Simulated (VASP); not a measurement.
Runs of VASP 6.6.1 on LiBPt. The structure is that of space group P-6m2 (No. 187), or close to it. The cells are those of the table. The cell was built from a structure type or drawn by symmetry, and may not be a known phase.

| task | cell | k mesh | cutoff (eV) | gap on the mesh (eV) | pressure (GPa) | relaxed volume (Å³/atom) |
| --- | --- | --- | --- | --- | --- | --- |
| single point | a = 3.526, b = 3.526, c = 3.442 Å, angles 90.0, 90.0, 120.0°, 3 atoms | 6 × 6 × 6 | 520 | none | - | - |
| relaxation of cell and atoms | relaxed from a = 3.494, b = 3.494, c = 4.024 Å, angles 90.0, 90.0, 120.0°, 3 atoms | 18 × 18 × 12 | 600 | none | 0.0 | (a) |
| relaxation of cell and atoms | relaxed from a = 3.526, b = 3.526, c = 3.442 Å, angles 90.0, 90.0, 120.0°, 3 atoms | 6 × 6 × 6 | 600 | none | 0.1 | 14.22 |
| single point | a = 3.512, b = 3.512, c = 3.927 Å, angles 90.0, 90.0, 120.0°, 3 atoms | 18 × 18 × 12 | 520 | none | - | - |
| single point | a = 3.494, b = 3.494, c = 4.024 Å, angles 90.0, 90.0, 120.0°, 3 atoms | 6 × 6 × 6 | 520 | none | - | - |

Alike in all rows: level PBE; potentials or basis VASP PAW PBE potentials, release 64 (Li_sv, B, Pt); no spin polarisation; smearing gaussian 0.1 eV.

**Question.** Fill in the values left out.

**Answer.** (a) 13.95.

Caveats: the cutoff is under 1.25 times the usual one of these potentials, so pressure, stress and relaxed cells hold a basis-set (Pulay) error; spin-orbit coupling is left out, which moves the levels of the heavy elements; the volume moved by over 15 % at a fixed basis, so the end points are rough (at least some runs).

A k mesh can miss the band edges, and the runs leave out spin-orbit coupling on Pt.

A gap of «none» marks levels without a gap at the run's occupations.
